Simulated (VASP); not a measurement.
# MoS2: single point with PBEsol

Crystal: MoS2.

```
Mo S
1.0
     0.00000    2.93240    2.93240
     2.93240    0.00000    2.93240
     2.93240    2.93240    0.00000
Mo S
1 2
Direct
  0.00000 0.00000 0.00000
  0.25000 0.25000 0.25000
  0.75000 0.75000 0.75000
```

```yaml
Program: VASP 6.6.1
Task: single point
Functional: PBEsol
Potentials_or_basis: VASP PAW PBE potentials, release 64 (Mo_sv, S)
Cutoff: 520 eV
k_mesh: 6 × 6 × 6
Occupations: fermi-dirac, width 0.02 eV
Spin: no spin polarisation
Dipole_correction: no
Further_INCAR_settings: ALGO = Normal; EDIFF = 1e-06; NBANDS = 20
```

```json
{"Pressure": "-4.5 GPa", "Band gap on the k mesh": "zero (bands 13 and 14 overlap by 0.78 eV)"}
```

Levels at points of the mesh, in eV from the Fermi level:
| k point | band 11 | band 12 | band 13 | band 14 | band 15 | band 16 |
| --- | --- | --- | --- | --- | --- | --- |
| (0.00, 0.00, 0.00) | -0.98 | -0.45 | -0.45 | -0.45 | 4.25 | 4.25 |
| (0.50, 0.00, 0.00) | -2.91 | -2.91 | -0.49 | -0.49 | 1.60 | 3.99 |
| (0.50, 0.50, 0.00) | -2.48 | -0.70 | 0.08 | 1.02 | 1.72 | 3.51 |

Run time: 22 s on 1 thread of AMD EPYC 7R43 64-Core Processor (Zen 3), with other jobs on the host, peak memory 0.15 GiB.

Caveat: the cell stands under tension; the PAW data sets were made with another functional, which shifts forces and pressure a little.
